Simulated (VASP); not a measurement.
**Li: single point with PBE**

The system is Li.

```
Li
1.0
     2.56461    0.00000    0.00000
    -1.28231    2.22102    0.00000
     0.00000    0.00000    8.60432
Li
4
Direct
  0.00000 0.00000 0.00000
  0.00000 0.00000 0.50000
  0.33333 0.66667 0.25000
  0.66667 0.33333 0.75000
```

| Quantity | Value |
| --- | --- |
| Program | VASP 6.6.1 |
| Task | single point |
| Functional | PBE |
| Potentials or basis | VASP PAW PBE potentials, release 64 (Li_sv) |
| Cutoff | 520 eV |
| k mesh | 11 × 11 × 7 |
| Occupations | fermi-dirac, width 0.08 eV |
| Spin | no spin polarisation |
| Dipole correction | no |
| Further INCAR settings | ALGO = Normal; EDIFF = 1e-07; NBANDS = 14 |

```
Band gap on the k mesh : zero (band 6 reaches 4.42 eV, above the bottom of band 7 at -0.49 eV)
```

Levels at points of the mesh, in eV from the Fermi level:
```csv
k point,band 2,band 3,band 4,band 5,band 6,band 7,band 8,band 9,band 10,band 11
"(0.00, 0.00, 0.00)",-45.84,-45.83,-45.78,-4.10,-2.92,-2.92,-0.55,4.78,10.78,10.79
```

It took 15 s on 1 thread of Intel(R) Xeon(R) 6975P-C (Granite Rapids) (shared host), peak memory 0.16 GiB.
